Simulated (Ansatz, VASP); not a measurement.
## Si3N4 in VASP and in Ansatz

```
CELL_PARAMETERS angstrom
4.12532 0.00000 0.00000
0.00000 4.12532 0.00000
0.00000 0.00000 4.12532
ATOMIC_POSITIONS crystal
Si 0.50000 0.50000 0.00000
Si 0.00000 0.50000 0.50000
Si 0.50000 0.00000 0.50000
N 0.50000 0.50000 0.50000
N 0.50000 0.00000 0.00000
N 0.00000 0.50000 0.00000
N 0.00000 0.00000 0.50000
```

Change from the starting cell: species swapped into the W3N4 type (Pm-3m, No. 221).

Alike in both runs: task single point; functional PBE; k mesh 4 × 4 × 4; occupations gaussian, width 0.1 eV; collinear spin.

|  | VASP | Ansatz |
| --- | --- | --- |
| version | VASP 6.6.1 | Ansatz 0.2.0 |
| potentials or method | VASP PAW PBE potentials, release 64 (Si, N), cutoff 520 eV | scalar-relativistic, plane waves, PAW |
| valence electrons in the cell | 32 | 32 |

```tsv
	VASP	Ansatz	Ansatz less VASP
gap on the k mesh at the Fermi level (eV)	none	none	-
net moment per atom (μB)	0.00	0.00	0.000
```

A gap of «none» marks a metal or a gap that the smearing closes. With one functional, cell and mesh, what is left measures potentials, basis and numerics. Ansatz's warnings: seeded moment not kept.

The k mesh is coarse, so the values compare programs but aren't converged.
